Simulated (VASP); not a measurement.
GaP:

```xyz
2
Lattice="0.0000 2.7258 2.7258 2.7258 0.0000 2.7258 2.7258 2.7258 0.0000" Properties=species:S:1:pos:R:3 pbc="T T T"
Ga    0.0000    0.0000    0.0000
P     4.0887    4.0887    4.0887
```

Base run:

```yaml
Program: VASP 6.6.1
Functional: PBE
Potentials_or_basis: VASP PAW PBE potentials, release 64 (Ga_d, P)
Cutoff: 500 eV
k_mesh: 9 × 9 × 9
Occupations: fermi-dirac, width 0.01 eV
Spin: no spin polarisation
```

Its results: band gap on the k mesh 1.60 eV (least direct gap 1.82 eV); pressure 2.4 GPa.

Problem. The run is repeated on the same cell with these changes: functional from PBE to LDA; potentials or basis from VASP PAW PBE potentials, release 64 (Ga_d, P) to VASP PAW LDA potentials, release 64 (Ga_d, P). What comes out?

Solution. Band gap on the k mesh 1.45 eV (least direct gap 1.63 eV); pressure -2.7 GPa.

Caveats: an odd mesh through Γ misses points on the zone boundary, where band edges can lie.
